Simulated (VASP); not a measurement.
Here is a VASP 6.6.1 calculation.

POSCAR

```
PtS2
1.0
    3.5432000000      0.0000000000      0.0000000000
   -1.7716000000      3.0685012107      0.0000000000
    0.0000000000      0.0000000000      5.0388000000
Pt S
1 2
Direct
    0.0000000000      0.0000000000      0.0000000000
    0.6666666667      0.3333333333      0.7730000000
    0.3333333333      0.6666666667      0.2270000000
```

INCAR.step1

```
SYSTEM = PtS2
PREC = Accurate
ENCUT = 520
EDIFF = 1E-5
ISMEAR = -1
SIGMA = 0.05
LREAL = .FALSE.
LASPH = .TRUE.
NELM = 100
ALGO = Normal
ISIF = 2
LWAVE = .TRUE.
LCHARG = .FALSE.
NBANDS = 18
GGA = PE
```

INCAR.step2

```
SYSTEM = PtS2
PREC = Accurate
ENCUT = 520
EDIFF = 1E-6
ISMEAR = -1
SIGMA = 0.05
LREAL = .FALSE.
LASPH = .TRUE.
NELM = 100
ALGO = Normal
ISIF = 2
LWAVE = .FALSE.
LCHARG = .FALSE.
GGA = PE
LHFCALC = .TRUE.
HFSCREEN = 0.2079
PRECFOCK = Normal
NBANDS = 18
ISTART = 1
```

File KPOINTS:

```
Automatic mesh
0
G
  5 5 3
  0 0 0
```

Potentials or basis: VASP PAW PBE potentials, release 64 (Pt, S).

Launch:

```sh
$ cat potpaw_PBE.64/Pt/POTCAR potpaw_PBE.64/S/POTCAR > POTCAR
$ cp INCAR.step1 INCAR
$ mpirun -np 1 vasp_std > vasp.out
$ cp INCAR.step2 INCAR
$ mpirun -np 1 vasp_std > vasp.out
```

Question: What does it give for the band gap on the k mesh?

Answer: 1.90 eV (least direct gap 2.19 eV).

Question: Predict the largest force.

Answer: 0.864 eV/Å.

Stress tensor (GPa, compression positive):
```
5.96 0.00 0.00
0.00 5.96 0.00
0.00 0.00 7.52
```

Caveat: the cell stands under pressure; the PAW data sets were made with another functional, which shifts forces and pressure a little; spin-orbit coupling is left out, which moves the levels of the heavy elements. A k mesh can miss the band edges.
